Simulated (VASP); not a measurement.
Ni: electric field gradients with PBE

The system is Ni.

```
CELL_PARAMETERS angstrom
0.00000 1.76795 1.78563
1.76795 0.00000 1.78563
1.76795 1.76795 0.00000
ATOMIC_POSITIONS crystal
Ni 0.00000 0.00000 0.00000
```

This cell differs from its parent crystal: zz strain of +1 %.

```json
{"Program": "VASP 6.6.1", "Task": "electric field gradients", "Functional": "PBE", "Potentials or basis": "VASP PAW PBE potentials, release 64 (Ni)", "Cutoff": "520 eV", "k mesh": "20 × 20 × 20", "Occupations": "fermi-dirac, width 0.05 eV", "Spin": "collinear spin, ferromagnetic start", "Starting moments": "[1.5] μB", "Dipole correction": "no", "Further INCAR settings": "ALGO = Normal; EDIFF = 1e-08; NBANDS = 15"}
```

```
Pressure                                              : -4.6 GPa
Net moment                                            : 0.63 μB per cell
Site moments                                          : Ni +0.65 μB
Valence electrons inside the program's atomic spheres : Ni 9.27
```

Stress tensor (GPa, compression positive):
```
-4.20  0.00  0.00
 0.00 -4.20  0.00
 0.00  0.00 -5.30
```

Levels at points of the mesh, in eV from the Fermi level:
Spin up:
| k point | band 3 | band 4 | band 5 | band 6 | band 7 | band 8 |
| --- | --- | --- | --- | --- | --- | --- |
| (0.00, 0.00, 0.00) | -2.35 | -2.35 | -1.27 | -1.21 | 23.51 | 27.10 |
| (0.50, 0.00, 0.00) | -2.32 | -0.62 | -0.60 | -0.24 | 5.48 | 21.99 |
| (0.50, 0.50, 0.00) | -0.55 | -0.49 | -0.49 | 2.28 | 8.82 | 14.75 |
| (0.50, 0.00, 0.50) | -0.56 | -0.51 | -0.47 | 2.51 | 9.08 | 14.51 |
Spin down:
```tsv
k point	band 1	band 2	band 3	band 4	band 5	band 6	band 7	band 8	band 9	band 10
(0.00, 0.00, 0.00)	-8.87	-1.65	-1.59	-1.59	-0.68	-0.62	23.34	27.08	27.18	27.18
(0.50, 0.00, 0.00)	-4.26	-1.76	-1.70	-0.31	0.14	0.16	5.90	21.84	24.17	24.48
(0.50, 0.50, 0.00)	-4.16	-3.43	0.06	0.37	0.37	2.24	9.06	14.76	14.76	19.70
(0.50, 0.00, 0.50)	-4.14	-3.45	0.06	0.36	0.40	2.47	9.32	14.51	14.52	19.50
```

Electric field gradients, principal values (V/Å²):
| atom | least | middle | greatest (by size) |
| --- | --- | --- | --- |
| 1 Ni | -0.387 | -0.392 | 0.779 |

It took 3.4 min on 1 thread of Intel Xeon 6975P-C, on a shared host, peak memory 0.27 GiB.

Caveat: the cell differs from its parent crystal (zz strain of +1 %); without QUAD_EFG the Cq values of the log hold for a quadrupole moment of 1 mb, not for the nuclei.
